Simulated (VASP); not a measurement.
# Sb (P6/mmm) in VASP: single point with PBE

Aim: the single point of Sb with PBE.

All numbers are computed with VASP 6.6.1; they aren't measurements. Logs are shortened: lines on timing, memory, paths and dates and some standing lists are left out, and cuts for length are marked.

**1. The cell of the first run**

The structure is hexagonal, space group P6/mmm (No. 191). Conventional cell: a = 2.911 Å, b = 2.911 Å, c = 2.736 Å, α = 90.00°, β = 90.00°, γ = 120.00°. Sb (site symmetry 6/mmm) has 8 Sb at 2.74 to 2.91 Å within 3.6 Å.

This isn't the form of Sb at room conditions, which is rhombohedral.

**2. Single point, PBE**

INCAR reads:

```
  PREC = Accurate
  ENCUT = 520
  EDIFF = 1E-6
  ISMEAR = -1
  SIGMA = 0.08
  LREAL = False
  LASPH = True
  NELM = 60
  ALGO = Normal
  ISIF = 2
  LWAVE = False
  LCHARG = False
  GGA = PE
  NBANDS = 8
```

KPOINTS reads:

```
regular mesh
0
Gamma
  15 15 14
```

POSCAR reads:

```
Sb
1.0
    2.9114751426      0.0000000000      0.0000000000
   -1.4557375713      2.5214114360      0.0000000000
    0.0000000000      0.0000000000      2.7360026620
Sb
1
Direct
    0.0000000000      0.0000000000      0.0000000000
```

Potentials or basis: VASP PAW PBE potentials, release 64 (Sb).

Command:

```
> cat potpaw_PBE.64/Sb/POTCAR > POTCAR
> mpirun -np 1 vasp_std > vasp.out
```

OUTCAR:

```text
PREC = Accurate
   ENCUT = 520
   EDIFF = 1E-6
   ISMEAR = -1
   LREAL = False
   LASPH = True
   NELM = 60
   ISIF = 2
   GGA = PE

 ion  position               nearest neighbor table
   1  0.000  0.000  0.000-

  LATTYP: Found a hexagonal cell.
 ALAT       =     2.9114751426
 C/A-ratio  =     0.9397307303

  Lattice vectors:

 A1 = (   2.9114751426,   0.0000000000,   0.0000000000)
 A2 = (  -1.4557375713,   2.5214114360,   0.0000000000)
 A3 = (   0.0000000000,   0.0000000000,   2.7360026620)

Analysis of symmetry for initial positions (statically):
=====================================================================
 Subroutine PRICEL returns:
 Original cell was already a primitive cell.

 Routine SETGRP: Setting up the symmetry group for a
 hexagonal supercell.

 Subroutine GETGRP returns: Found 24 space group operations
 (whereof 24 operations were pure point group operations)
 out of a pool of 24 trial point group operations.

The static configuration has the point symmetry D_6h.

Analysis of symmetry for dynamics (positions and initial velocities):
=====================================================================
 Subroutine PRICEL returns:
 Original cell was already a primitive cell.

 Routine SETGRP: Setting up the symmetry group for a
 hexagonal supercell.

 Subroutine GETGRP returns: Found 24 space group operations
 (whereof 24 operations were pure point group operations)
 out of a pool of 24 trial point group operations.

The dynamic configuration has the point symmetry D_6h.

 Subroutine INISYM returns: Found 24 space group operations
 (whereof 24 operations are pure point group operations),
 and found     1 'primitive' translations

----------------------------------------------------------------------------------------

                                     Primitive cell

  volume of cell :      20.0851

  direct lattice vectors                    reciprocal lattice vectors
     2.911475143  0.000000000  0.000000000     0.343468500  0.198301631  0.000000000
    -1.455737571  2.521411436  0.000000000     0.000000000  0.396603262  0.000000000
     0.000000000  0.000000000  2.736002662     0.000000000  0.000000000  0.365496720

  length of vectors
     2.911475143  2.911475143  2.736002662     0.396603262  0.396603262  0.365496720

  position of ions in fractional coordinates (direct lattice)
     0.000000000  0.000000000  0.000000000

  ion indices of the primitive-cell ions
   primitive index   ion index
                 1           1

----------------------------------------------------------------------------------------

 KPOINTS: regular mesh

Automatic generation of k-mesh.
 Grid dimensions read from file:
 generate k-points for:   15   15   14

 Generating k-lattice:

  Cartesian coordinates                     Fractional coordinates (reciprocal lattice)
     0.022897900  0.013220109  0.000000000     0.066666667  0.000000000  0.000000000
     0.000000000  0.026440217  0.000000000     0.000000000  0.066666667  0.000000000
     0.000000000  0.000000000  0.026106909     0.000000000  0.000000000  0.071428571

  Length of vectors
     0.026440217  0.026440217  0.026106909

  Shift w.r.t. Gamma in fractional coordinates (k-lattice)
     0.000000000  0.000000000  0.000000000

 Subroutine IBZKPT returns following result:
 ===========================================

 Found    216 irreducible k-points:

 Following reciprocal coordinates:
            Coordinates               Weight
  0.000000  0.000000  0.000000      1.000000
  0.066667  0.000000  0.000000      6.000000
  0.133333  0.000000  0.000000      6.000000
  0.200000  0.000000  0.000000      6.000000
  0.266667  0.000000  0.000000      6.000000
  0.333333  0.000000  0.000000      6.000000
[... 16 lines left out ...]
  0.333333  0.200000  0.000000     12.000000
  0.400000  0.200000  0.000000      6.000000
 [... further k-points ...]
   k-points           NKPTS =    216   k-points in BZ     NKDIM =    216   number of bands    NBANDS=      8
   number of dos      NEDOS =    301   number of ions     NIONS =      1
   total plane-waves  NPLWV =  11520
   dimension x,y,z NGX =    24 NGY =   24 NGZ =   20
   dimension x,y,z NGXF=    48 NGYF=   48 NGZF=   40
   ions per type =               1
   NGX,Y,Z   is equivalent  to a cutoff of  13.70, 13.70, 12.15 a.u.
   NGXF,Y,Z  is equivalent  to a cutoff of  27.41, 27.41, 24.30 a.u.
 SYSTEM =  unknown system
   PREC   = accura    normal or accurate (medium, high low for compatibility)
   ISTART =      0    job   : 0-new  1-cont  2-samecut
   ICHARG =      2    charge: 1-file 2-atom 10-const
   ISPIN  =      1    spin polarized calculation?
   LNONCOLLINEAR =      F non collinear calculations
   LSORBIT =      F    spin-orbit coupling
   LASPH  =      T    aspherical Exc in radial PAW
   ENCUT  =  520.0 eV  38.22 Ry    6.18 a.u.   5.41  5.41  5.09*2*pi/ulx,y,z
   NELM   =     60;   NELMIN=  2; NELMDL= -5     # of ELM steps
   EDIFF  = 0.1E-05   stopping-criterion for ELM
   LREAL  =      F    real-space projection
   EDIFFG = 0.1E-04   stopping-criterion for IOM
   NSW    =      0    number of steps for IOM
   IBRION =     -1    ionic relax: 0-MD 1-quasi-New 2-CG
   NFREE  =      0    steps in history (QN), initial steepest desc. (CG)
   ISIF   =      2    stress and relaxation
   ISYM   =      2    0-nonsym 1-usesym 2-fastsym
   POTIM  = 0.5000    time-step for ionic-motion
   TEBEG  =    0.0;   TEEND  =   0.0 temperature during run
   PSTRESS=    0.0 pullay stress
   NELECT =       5.0000    total number of electrons
   NUPDOWN=      -1.0000    fix difference up-down
   EMIN   =  10.00;   EMAX   =-10.00  energy-range for DOS
   EFERMI =   0.00;   METHOD = LEGACY
   ISMEAR =    -1;   SIGMA  =   0.08  broadening in eV -4-tet -1-fermi 0-gaus
   EFERMI_NEDOS =   21; number of points for ismear=-14 and -15
   IALGO  =     38    algorithm
   IMIX   =      4    mixing-type and parameters
     AMIX     =   0.40;   BMIX     =  1.00
     AMIX_MAG =   1.60;   BMIX_MAG =  1.00
  volume/ion in A,a.u.               =      20.09       135.54
  Fermi-wavevector in a.u.,A,eV,Ry     =   1.029849  1.946133 14.430200  1.060590
  Thomas-Fermi vector in A             =   2.163918
   LORBIT       =      0    0 simple, 1 ext, 2 COOP (PROOUT), +10 PAW based schemes
   GGA     = PE    functional components
   LHFCALC =     F    Hartree Fock is set to
   AEXX    =    0.0000 exact exchange contribution
   IVDW    =     0    specifies the selected vdW correction
   LEPSILON=     F    determine dielectric tensor
   LRPA    =     F    only Hartree local field effects (RPA)
 non-spin polarized calculation
  energy-cutoff  :      520.00
  volume of cell :       20.09
 maximum number of plane-waves:       562
 NGX is ok and might be reduce to    24
   NGX = 11   NGY = 11   NGZ = 11

 number of electron       4.9999999 magnetization

 Free energy of the ion-electron system (eV)
  ---------------------------------------------------
  ext. energy  EPLUGINS =         0.00000000
  ---------------------------------------------------
  free energy    TOTEN  =        -3.00576466 eV

  energy without entropy =       -2.99663438  energy(sigma->0) =       -3.00119952

 E-fermi :  13.2076     XC(G=0): -11.4839

 val. band max:       13.2041372863   @ k =   0.2000   0.1333   0.2857
 cond. band min:      13.2287607122   @ k =   0.4000   0.0667   0.2857
 fundamental gap:      0.0246234259
 Fermi energy:        13.2076047230

 k-point     1 :       0.0000    0.0000    0.0000
  band No.  band energies     occupation
      1      -2.9043      2.00000
      2      17.2599      0.00000
      3      19.5855      0.00000
      4      19.5855      0.00000
      5      20.6763      0.00000
      6      23.1925      0.00000
      7      23.9704      0.00000
      8      23.9704      0.00000

 k-point     2 :       0.0667    0.0000    0.0000
  band No.  band energies     occupation
      1      -2.7931      2.00000
      2      17.3840      0.00000
      3      18.3196      0.00000
      4      19.1458      0.00000
      5      20.9338      0.00000
      6      22.1984      0.00000
      7      24.4939      0.00000
      8      25.5463      0.00000

 k-point     3 :       0.1333    0.0000    0.0000
  band No.  band energies     occupation
      1      -2.4594      2.00000
      2      16.0027      0.00000
      3      17.7518      0.00000
      4      18.2101      0.00000
      5      20.7465      0.00000
      6      21.8496      0.00000
      7      25.6786      0.00000
      8      27.1637      0.00000

 k-point     4 :       0.2000    0.0000    0.0000
  band No.  band energies     occupation
      1      -1.9030      2.00000
      2      13.4964      0.05270
      3      17.2001      0.00000
      4      18.3491      0.00000
      5      20.1972      0.00000
      6      22.0976      0.00000
      7      27.0976      0.00000
      8      28.7499      0.00000

 k-point     5 :       0.2667    0.0000    0.0000
  band No.  band energies     occupation
      1      -1.1255      2.00000
      2      11.0459      2.00000
      3      16.2902      0.00000
      4      19.1484      0.00000
      5      19.6949      0.00000
      6      22.5479      0.00000
      7      28.5642      0.00000
      8      29.7239      0.00000

 k-point     6 :       0.3333    0.0000    0.0000
  band No.  band energies     occupation
      1      -0.1341      2.00000
      2       8.7506      2.00000
      3      15.5590      0.00000
      4      19.3095      0.00000
      5      20.1004      0.00000
      6      23.1461      0.00000
      7      28.3329      0.00000
      8      29.2287      0.00000

 k-point     7 :       0.4000    0.0000    0.0000
  band No.  band energies     occupation
      1       1.0407      2.00000
      2       6.6864      2.00000
      3      15.0504      0.00000
      4      19.0518      0.00000
      5      21.1016      0.00000
      6      23.8677      0.00000
      7      27.0256      0.00000
      8      27.8662      0.00000

 k-point     8 :       0.4667    0.0000    0.0000
  band No.  band energies     occupation
      1       2.2150      2.00000
      2       5.0618      2.00000
      3      14.7899      0.00000
      4      18.9231      0.00000
      5      21.8794      0.00000
      6      24.5710      0.00000
      7      26.0923      0.00000
      8      26.8017      0.00000

 k-point     9 :       0.0667    0.0667    0.0000
  band No.  band energies     occupation
      1      -2.5706      2.00000
      2      16.8602      0.00000
      3      17.6300      0.00000
      4      18.0247      0.00000
      5      21.1866      0.00000
      6      22.0472      0.00000
      7      24.7110      0.00000
      8      27.2883      0.00000

 k-point    10 :       0.1333    0.0667    0.0000
  band No.  band energies     occupation
      1      -2.1256      2.00000
      2      14.6798      0.00000
      3      16.7243      0.00000
      4      18.1130      0.00000
      5      21.2480      0.00000
      6      22.1388      0.00000
      7      25.4916      0.00000
      8      29.0582      0.00000
[... 78 lines left out ...]
 k-point    18 :       0.2667    0.1333    0.0000
  band No.  band energies     occupation
      1       0.1929      2.00000
      2       8.9674      2.00000
      3      12.7297      1.99492
      4      20.4284      0.00000
      5      22.1935      0.00000
      6      23.5978      0.00000
      7      27.7173      0.00000
      8      28.5128      0.00000

 k-point    19 :       0.3333    0.1333    0.0000
  band No.  band energies     occupation
      1       1.3555      2.00000
      2       6.9833      2.00000
      3      12.2038      1.99999
      4      21.4232      0.00000
      5      22.0679      0.00000
      6      24.2121      0.00000
      7      27.2172      0.00000
      8      27.9979      0.00000

 k-point    20 :       0.4000    0.1333    0.0000
  band No.  band energies     occupation
      1       2.4995      2.00000
      2       5.4160      2.00000
      3      11.9440      2.00000
      4      21.9694      0.00000
      5      22.2033      0.00000
      6      24.8871      0.00000
      7      26.2816      0.00000
      8      27.0511      0.00000

 k-point    21 :       0.2000    0.2000    0.0000
  band No.  band energies     occupation
      1       0.0845      2.00000
      2       9.7959      2.00000
      3      11.7644      2.00000
      4      20.3402      0.00000
      5      22.8705      0.00000
      6      24.5401      0.00000
      7      26.1515      0.00000
      8      29.1813      0.00000

 k-point    22 :       0.2667    0.2000    0.0000
  band No.  band energies     occupation
      1       1.1545      2.00000
      2       8.1540      2.00000
      3      10.6950      2.00000
      4      21.3075      0.00000
      5      23.4636      0.00000
      6      24.9303      0.00000
      7      27.1542      0.00000
      8      28.0350      0.00000

 k-point    23 :       0.3333    0.2000    0.0000
  band No.  band energies     occupation
      1       2.3291      2.00000
      2       6.4921      2.00000
      3      10.1783      2.00000
      4      22.2353      0.00000
      5      23.8593      0.00000
      6      25.1421      0.00000
      7      26.9021      0.00000
      8      27.7127      0.00000

 k-point    24 :       0.4000    0.2000    0.0000
  band No.  band energies     occupation
      1       3.0678      2.00000
      2       5.5737      2.00000
      3      10.0203      2.00000
      4      22.6923      0.00000
      5      23.9562      0.00000
      6      25.4155      0.00000
      7      26.3704      0.00000
      8      27.2944      0.00000

 [... further k-points ...]

------------------------ aborting loop because EDIFF is reached ----------------------------------------

  FORCE on cell =-STRESS in cart. coord.  units (eV):
  Direction    XX          YY          ZZ          XY          YZ          ZX
  --------------------------------------------------------------------------------------
  -------------------------------------------------------------------------------------
  Total        6.2263660      6.2263660      6.2455319      0.0000000      0.0000000      0.0000000
  in kB      496.6745537    496.6745537    498.2034105      0.0000000      0.0000000      0.0000000
  external PRESSURE =     497.1841726 kB  Pullay stress =       0.0000000 kB

 VOLUME and BASIS-vectors are now :
 -----------------------------------------------------------------------------
  energy-cutoff  :      520.00
  volume of cell :       20.09
      direct lattice vectors                 reciprocal lattice vectors
     2.911475143  0.000000000  0.000000000     0.343468500  0.198301631  0.000000000
    -1.455737571  2.521411436  0.000000000     0.000000000  0.396603262  0.000000000
     0.000000000  0.000000000  2.736002662     0.000000000  0.000000000  0.365496720

 POSITION                                       TOTAL-FORCE (eV/Angst)
 -----------------------------------------------------------------------------------
      0.00000      0.00000      0.00000        -0.000000      0.000000      0.000000
 -----------------------------------------------------------------------------------
    total drift:                                0.000000      0.000000      0.000000

  FREE ENERGIE OF THE ION-ELECTRON SYSTEM (eV)
  ---------------------------------------------------
  free  energy   TOTEN  =        -3.0057646597 eV

  energy  without entropy=       -2.9966343844  energy(sigma->0) =       -3.00119952
```

Wall time 25 s (1 thread of Intel Xeon 8259CL, shared host); peak memory 0.16 GiB.

What came out:

```yaml
Free_energy: -3.0058 eV
Pressure: 49.7 GPa
Band_gap_on_the_k_mesh: zero (an odd number of electrons rules out a gap without spin polarisation)
```

Stress tensor (GPa, compression positive):
```
49.67  0.00  0.00
 0.00 49.67  0.00
 0.00  0.00 49.82
```

Caveat: the cell stands under pressure; spin-orbit coupling is left out, which moves the levels of the heavy elements.
